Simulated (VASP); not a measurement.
# LiF (Pm-3m) in VASP: G0W0 quasiparticle levels with PBE

Aim: the G0W0 quasiparticle levels of LiF with PBE.

Program: VASP 6.6.1. These are calculated values, not measurements. Logs are shortened: lines on timing, memory, paths and dates and some standing lists are left out, and cuts for length are marked.

**1. The cell of the first run**

Symmetry: Pm-3m, No. 221, cubic system. Conventional cell: a = 2.516 Å, b = 2.516 Å, c = 2.516 Å, α = 90.00°, β = 90.00°, γ = 90.00°. Li (site symmetry m-3m) has 8 F at 2.18 Å and 6 Li at 2.52 Å within 2.9 Å. F (site symmetry m-3m) has 8 Li at 2.18 Å and 6 F at 2.52 Å within 2.9 Å.

**2. G0W0 quasiparticle levels, PBE**

File POSCAR:

```
LiF
1.0
    2.5162584446      0.0000000000      0.0000000000
    0.0000000000      2.5162584446      0.0000000000
    0.0000000000      0.0000000000      2.5162584446
Li F
1 1
Direct
    0.0000000000      0.0000000000      0.0000000000
    0.5000000000      0.5000000000      0.5000000000
```

File INCAR.step1:

```
PREC     = Accurate       # precision mode
ENCUT    = 500            # plane-wave cutoff, eV
EDIFF    = 1E-8           # SCF threshold, eV
ISMEAR   = 0              # smearing method
SIGMA    = 0.01           # smearing width, eV
LREAL    = F              # projectors in reciprocal space
LASPH    = T              # aspherical terms in the spheres
NELM     = 80             # most SCF steps
ALGO     = Normal         # electronic algorithm
LWAVE    = T              # write WAVECAR
LCHARG   = F              # write CHGCAR
GGA      = PE             # functional
```

File INCAR.step2:

```
PREC     = Accurate       # precision mode
ENCUT    = 500            # plane-wave cutoff, eV
EDIFF    = 1E-8           # SCF threshold, eV
ISMEAR   = 0              # smearing method
SIGMA    = 0.01           # smearing width, eV
LREAL    = F              # projectors in reciprocal space
LASPH    = T              # aspherical terms in the spheres
NELM     = 1              # most SCF steps
ALGO     = Exact          # electronic algorithm
LWAVE    = T              # write WAVECAR
LCHARG   = F              # write CHGCAR
GGA      = PE             # functional
NBANDS   = 63             # bands
LOPTICS  = T              # frequency-dependent dielectric function
ISTART   = 1
```

File INCAR.step3:

```
PREC     = Accurate       # precision mode
ENCUT    = 500            # plane-wave cutoff, eV
EDIFF    = 1E-8           # SCF threshold, eV
ISMEAR   = 0              # smearing method
SIGMA    = 0.01           # smearing width, eV
LREAL    = F              # projectors in reciprocal space
LASPH    = T              # aspherical terms in the spheres
ALGO     = EVGW0          # electronic algorithm
LWAVE    = F              # write WAVECAR
LCHARG   = F              # write CHGCAR
GGA      = PE             # functional
NELMGW   = 1            
NBANDS   = 63             # bands
ENCUTGW  = 140.0          # cutoff of the response function
NOMEGA   = 96             # frequency points
PRECFOCK = Fast         
ISTART   = 1            
NBANDSGW = 12           
OMEGAMAX = 20
```

File KPOINTS:

```
regular mesh
0
Gamma
  6 6 6
```

Potentials or basis: VASP PAW PBE potentials, release 64 (Li_GW, F_GW).

The run is started by

```console
cat potpaw_PBE.64/Li_GW/POTCAR potpaw_PBE.64/F_GW/POTCAR > POTCAR
cp INCAR.step1 INCAR
mpirun -np 1 vasp_std > vasp.out
cp INCAR.step2 INCAR
mpirun -np 1 vasp_std > vasp.out
cp INCAR.step3 INCAR
mpirun -np 1 vasp_std > vasp.out
```

OUTCAR:

```text
PREC = Accurate
   ENCUT = 500
   EDIFF = 1E-8
   ISMEAR = 0
   LREAL = F
   LASPH = T
   GGA = PE
   NELMGW = 1
   ENCUTGW = 140.0
   PRECFOCK = Fast
   ISTART = 1

 ion  position               nearest neighbor table
   1  0.000  0.000  0.000-   2 2.18   2 2.18   2 2.18   2 2.18   2 2.18   2 2.18   2 2.18   2 2.18

   2  0.500  0.500  0.500-   1 2.18   1 2.18   1 2.18   1 2.18   1 2.18   1 2.18   1 2.18   1 2.18

  LATTYP: Found a simple cubic cell.
 ALAT       =     2.5162584446

  Lattice vectors:

 A1 = (   2.5162584446,   0.0000000000,   0.0000000000)
 A2 = (   0.0000000000,   2.5162584446,   0.0000000000)
 A3 = (   0.0000000000,   0.0000000000,   2.5162584446)

Analysis of symmetry for initial positions (statically):
=====================================================================
 Subroutine PRICEL returns:
 Original cell was already a primitive cell.

 Routine SETGRP: Setting up the symmetry group for a
 simple cubic supercell.

 Subroutine GETGRP returns: Found 48 space group operations
 (whereof 48 operations were pure point group operations)
 out of a pool of 48 trial point group operations.

The static configuration has the point symmetry O_h .

Analysis of symmetry for dynamics (positions and initial velocities):
=====================================================================
 Subroutine PRICEL returns:
 Original cell was already a primitive cell.

 Routine SETGRP: Setting up the symmetry group for a
 simple cubic supercell.

 Subroutine GETGRP returns: Found 48 space group operations
 (whereof 48 operations were pure point group operations)
 out of a pool of 48 trial point group operations.

The dynamic configuration has the point symmetry O_h .

 Subroutine INISYM returns: Found 48 space group operations
 (whereof 48 operations are pure point group operations),
 and found     1 'primitive' translations

----------------------------------------------------------------------------------------

                                     Primitive cell

  volume of cell :      15.9318

  direct lattice vectors                    reciprocal lattice vectors
     2.516258445  0.000000000  0.000000000     0.397415457  0.000000000  0.000000000
     0.000000000  2.516258445  0.000000000     0.000000000  0.397415457  0.000000000
     0.000000000  0.000000000  2.516258445     0.000000000  0.000000000  0.397415457

  length of vectors
     2.516258445  2.516258445  2.516258445     0.397415457  0.397415457  0.397415457

  position of ions in fractional coordinates (direct lattice)
     0.000000000  0.000000000  0.000000000
     0.500000000  0.500000000  0.500000000

  ion indices of the primitive-cell ions
   primitive index   ion index
                 1           1
                 2           2

----------------------------------------------------------------------------------------

 KPOINTS: regular mesh

Automatic generation of k-mesh.
 Grid dimensions read from file:
 generate k-points for:    6    6    6

 Generating k-lattice:

  Cartesian coordinates                     Fractional coordinates (reciprocal lattice)
     0.066235910  0.000000000  0.000000000     0.166666667  0.000000000  0.000000000
     0.000000000  0.066235910  0.000000000     0.000000000  0.166666667  0.000000000
     0.000000000  0.000000000  0.066235910     0.000000000  0.000000000  0.166666667

  Length of vectors
     0.066235910  0.066235910  0.066235910

  Shift w.r.t. Gamma in fractional coordinates (k-lattice)
     0.000000000  0.000000000  0.000000000

 Subroutine IBZKPT returns following result:
 ===========================================

 Found     20 irreducible k-points:

 Following reciprocal coordinates:
            Coordinates               Weight
  0.000000  0.000000  0.000000      1.000000
  0.166667  0.000000  0.000000      6.000000
  0.333333  0.000000  0.000000      6.000000
  0.500000  0.000000  0.000000      3.000000
  0.166667  0.166667  0.000000     12.000000
  0.333333  0.166667  0.000000     24.000000
[... 12 lines left out ...]
  0.500000  0.500000  0.333333      6.000000
  0.500000  0.500000  0.500000      1.000000
   k-points           NKPTS =     20   k-points in BZ     NKDIM =    216   number of bands    NBANDS=     63
   number of dos      NEDOS =    301   number of ions     NIONS =      2
   total plane-waves  NPLWV =   5832
   dimension x,y,z NGX =    18 NGY =   18 NGZ =   18
   dimension x,y,z NGXF=    36 NGYF=   36 NGZF=   36
   ions per type =               1   1
   NGX,Y,Z   is equivalent  to a cutoff of  11.89, 11.89, 11.89 a.u.
   NGXF,Y,Z  is equivalent  to a cutoff of  23.78, 23.78, 23.78 a.u.
 SYSTEM =  unknown system
   PREC   = accura    normal or accurate (medium, high low for compatibility)
   ISTART =      1    job   : 0-new  1-cont  2-samecut
   ICHARG =      0    charge: 1-file 2-atom 10-const
   ISPIN  =      1    spin polarized calculation?
   LNONCOLLINEAR =      F non collinear calculations
   LSORBIT =      F    spin-orbit coupling
   LASPH  =      T    aspherical Exc in radial PAW
   ENCUT  =  500.0 eV  36.75 Ry    6.06 a.u.   4.59  4.59  4.59*2*pi/ulx,y,z
   NELM   =     60;   NELMIN=  2; NELMDL=  0     # of ELM steps
   EDIFF  = 0.1E-07   stopping-criterion for ELM
   LREAL  =      F    real-space projection
   EDIFFG = 0.1E-06   stopping-criterion for IOM
   NSW    =      0    number of steps for IOM
   IBRION =     -1    ionic relax: 0-MD 1-quasi-New 2-CG
   NFREE  =      0    steps in history (QN), initial steepest desc. (CG)
   ISIF   =      0    stress and relaxation
   ISYM   =      3    0-nonsym 1-usesym 2-fastsym
   POTIM  = 0.5000    time-step for ionic-motion
   TEBEG  =    0.0;   TEEND  =   0.0 temperature during run
   PSTRESS=    0.0 pullay stress
   NELECT =       8.0000    total number of electrons
   NUPDOWN=      -1.0000    fix difference up-down
   EMIN   =  10.00;   EMAX   =-10.00  energy-range for DOS
   EFERMI =   0.00;   METHOD = LEGACY
   ISMEAR =     0;   SIGMA  =   0.01  broadening in eV -4-tet -1-fermi 0-gaus
   EFERMI_NEDOS =   21; number of points for ismear=-14 and -15
   IALGO  =     38    algorithm
   IMIX   =      4    mixing-type and parameters
     AMIX     =   0.40;   BMIX     =  1.00
     AMIX_MAG =   1.60;   BMIX_MAG =  1.00
  volume/ion in A,a.u.               =       7.97        53.76
  Fermi-wavevector in a.u.,A,eV,Ry     =   1.301217  2.458943 23.036902  1.693165
  Thomas-Fermi vector in A             =   2.432365
   LORBIT       =      0    0 simple, 1 ext, 2 COOP (PROOUT), +10 PAW based schemes
   GGA     = PE    functional components
   LHFCALC =     T    Hartree Fock is set to
   PRECFOCK=fast      Normal, Fast or Accurate (Low or Medium for compatibility)
   ENCUT4O =  -1.0   cutoff for four orbital integrals eV
   NKREDX  =     1    reduce k-point grid by
   NKREDY  =     1    reduce k-point grid by
   NKREDZ  =     1    reduce k-point grid by
   AEXX    =    1.0000 exact exchange contribution
   HFSCREEN=    0.0000 screening length (either q_TF or 0.3 A-1)
   HFSCREENC=   0.0000 screening length for correlation (either q_TF or 0.3 A-1)
   ENCUTFOCK=  -1.0 apply spherical cutoff to Coloumb kernel
   IVDW    =     0    specifies the selected vdW correction
   LEPSILON=     F    determine dielectric tensor
   LRPA    =     F    only Hartree local field effects (RPA)
   LRPAFORCE           =     F    calculate RPA forces
   ENCUTGW             = 140.0    cutoff for response function in eV
   ENCUTGWSOFT         = 112.0    soft cutoff for Coulomb kernel in GW response function in eV
   ENCUTLF             =  -1.0    cutoff for local field effects
   NELMGW              =     1    number of iterations in solving QP/BSE equation
   NELMHF              =     1    number of iterations in the inner HF iteration
   NKREDLFX            =     1    NKREDLFY  =   1   NKREDLFZ  =   1
 non-spin polarized calculation
 Gauss-broadening in eV      SIGMA  =   0.01
  energy-cutoff  :      500.00
  volume of cell :       15.93
 maximum number of plane-waves:       437
  NGX = 12; NGY = 12; NGZ = 12
   NGX =  9   NGY =  9   NGZ =  9
 maximum number of plane-waves:        69
 NGX is ok and might be reduce to    10

 QP shifts <psi_nk| G(iteration)W_0 |psi_nk>: iteration 1
 for sc-GW calculations column KS-energies equals QP-energies in previous step
 and V_xc(KS)=  KS-energies - (<T + V_ion + V_H > + <T+V_H+V_ion>^1  + <V_x>^1)

 k-point   1 :       0.0000    0.0000    0.0000
  band No.  KS-energies  QP-energies   sigma(KS)   V_xc(KS)     V^pw_x(r,r')   Z            occupation Imag(sigma)

      1     -22.8467     -27.4986     -27.6907     -22.1185     -36.3525       0.8349       2.0000       1.0219
      2      -2.5315      -4.9514     -25.5770     -22.5618     -30.3075       0.8026       2.0000       0.0558
      3      -2.5315      -4.9514     -25.5770     -22.5618     -30.3075       0.8026       2.0000       0.0558
      4      -2.5315      -4.9514     -25.5770     -22.5618     -30.3075       0.8026       2.0000       0.0558
      5       6.1030       7.7166      -8.6705     -10.5078      -5.5548       0.8783       0.0000      -0.0393
      6      17.3550      18.8346      -6.5042      -8.2250      -2.7645       0.8598       0.0000      -0.0640
      7      17.3550      18.8346      -6.5042      -8.2250      -2.7645       0.8598       0.0000      -0.0640
      8      19.6889      22.0709      -6.7001      -9.5837      -2.6612       0.8261       0.0000      -0.0995
      9      19.6889      22.0709      -6.7001      -9.5837      -2.6612       0.8261       0.0000      -0.0995
     10      19.6889      22.0709      -6.7001      -9.5837      -2.6612       0.8261       0.0000      -0.0995
     11      37.5097      40.1457      -7.2738     -10.2985      -3.0590       0.8715       0.0000      -0.6422
     12      37.5097      40.1457      -7.2738     -10.2985      -3.0590       0.8715       0.0000      -0.6422

 k-point   2 :       0.1667    0.0000    0.0000
  band No.  KS-energies  QP-energies   sigma(KS)   V_xc(KS)     V^pw_x(r,r')   Z            occupation Imag(sigma)
[... 289 lines left out ...]
      1     -21.2389     -25.9702     -29.2835     -23.8050     -37.8351       0.8636       2.0000       1.0494
      2      -4.2271      -6.9185     -24.3210     -20.9476     -29.1222       0.7978       2.0000       0.0591
      3      -4.2271      -6.9185     -24.3210     -20.9476     -29.1222       0.7978       2.0000       0.0591
      4      -4.2271      -6.9185     -24.3210     -20.9476     -29.1222       0.7978       2.0000       0.0591
      5       9.4493      11.1951      -5.4700      -7.4393      -2.1640       0.8865       0.0000      -0.0358
      6       9.4493      11.1951      -5.4700      -7.4393      -2.1640       0.8865       0.0000      -0.0358
      7       9.4493      11.1951      -5.4700      -7.4393      -2.1640       0.8865       0.0000      -0.0358
      8      23.1038      25.5254     -10.8879     -13.7761      -6.1964       0.8385       0.0000      -0.5061
      9      23.1038      25.5254     -10.8879     -13.7761      -6.1964       0.8385       0.0000      -0.5061
     10      23.1038      25.5254     -10.8879     -13.7761      -6.1964       0.8385       0.0000      -0.5061
     11      24.6017      26.3085      -5.4122      -7.4696      -0.8960       0.8296       0.0000      -0.3994
     12      40.6391      45.2815      -9.8034     -13.9149      -5.0820       1.1291       0.0000      -1.5378
```

Run time: 3.9 min. Hardware: 1 thread of Intel Xeon 8259CL, shared host; peak memory 0.29 GiB.

What came out:

* Quasiparticle gap: 11.82 eV
* Least direct quasiparticle gap: 12.67 eV
* Band gap of the starting levels on the mesh: 7.90 eV
* Least direct gap of the starting levels on the mesh: 8.63 eV

Caveat: the k points lie up to 0.42 Å⁻¹ apart; bands, screening cutoff and mesh are small and nothing is extrapolated, so the quasiparticle values aren't converged; the structure was generated, so it needn't be the stable form of LiF.
